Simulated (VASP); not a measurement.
Write the native input for VASP 6.6.1 that does the following.

```yaml
Task: relaxation of cell and atoms
Functional: r2SCAN
Potentials_or_basis: VASP PAW PBE potentials, release 64 (Sn_d)
Cutoff: 600 eV
k_mesh: 16 × 16 × 16
Occupations: gaussian, width 0.1 eV
Spin: no spin polarisation
Dipole_correction: no
Further_INCAR_settings: ALGO = Normal; EDIFF = 1e-07; IBRION = 2; EDIFFG = -0.01; NSW = 80; ISIF = 3
```

Sn:

```xyz
1
Lattice="0.0000 2.3870 2.3870 2.3870 0.0000 2.3870 2.3870 2.3870 0.0000" Properties=species:S:1:pos:R:3 pbc="T T T"
Sn    0.0000    0.0000    0.0000
```

This isn't the form of Sn at room conditions, which is tetragonal (white tin).

These files were run (other wordings do the same):

POSCAR

```
Sn
1.0
    0.0000000000      2.3869600267      2.3869600267
    2.3869600267      0.0000000000      2.3869600267
    2.3869600267      2.3869600267      0.0000000000
Sn
1
Direct
    0.0000000000      0.0000000000      0.0000000000
```

INCAR.step1

```
SYSTEM = Sn
ALGO = Normal
EDIFF = 1E-4
ENCUT = 600
GGA = PE
ISMEAR = 0
LASPH = .TRUE.
LCHARG = .FALSE.
LREAL = .FALSE.
LWAVE = .TRUE.
NELM = 80
PREC = Accurate
SIGMA = 0.1
```

INCAR.step2

```
SYSTEM = Sn
ALGO = Normal
EDIFF = 1E-7
EDIFFG = -0.01
ENCUT = 600
IBRION = 2
ISIF = 3
ISMEAR = 0
ISTART = 1
LASPH = .TRUE.
LCHARG = .FALSE.
LMIXTAU = .TRUE.
LREAL = .FALSE.
LWAVE = .FALSE.
METAGGA = R2SCAN
NELM = 80
NSW = 80
PREC = Accurate
SIGMA = 0.1
```

KPOINTS

```
k-points
0
G
  16 16 16
  0 0 0
```

Potentials or basis: VASP PAW PBE potentials, release 64 (Sn_d).

Command:

```sh
$ cat potpaw_PBE.64/Sn_d/POTCAR > POTCAR
$ cp INCAR.step1 INCAR
$ mpirun -np 1 vasp_std > vasp.out
$ cp INCAR.step2 INCAR
$ mpirun -np 1 vasp_std > vasp.out
```

It gave:

* Relaxed volume: 27.36 Å³/atom
* Relaxed cell: a = 3.382 Å, b = 3.382 Å, c = 3.382 Å, α = 60.00°, β = 60.00°, γ = 60.00°
* Space group after relaxing (to 0.1 Å): Fm-3m (No. 225)
* Energy gained by relaxing: 0.2 meV/atom
* Ionic steps: 3
* Pressure after relaxing: 0.0 GPa
* Band gap on the k mesh: zero (bands 7 and 8 overlap by 10.15 eV)

Caveat: the PAW data sets were made with another functional, which shifts forces and pressure a little; spin-orbit coupling is left out, which moves the levels of the heavy elements.

Wall time 3.9 min on 1 thread of Intel(R) Xeon(R) 6975P-C (Granite Rapids), with other jobs on the host, peak memory 0.21 GiB.
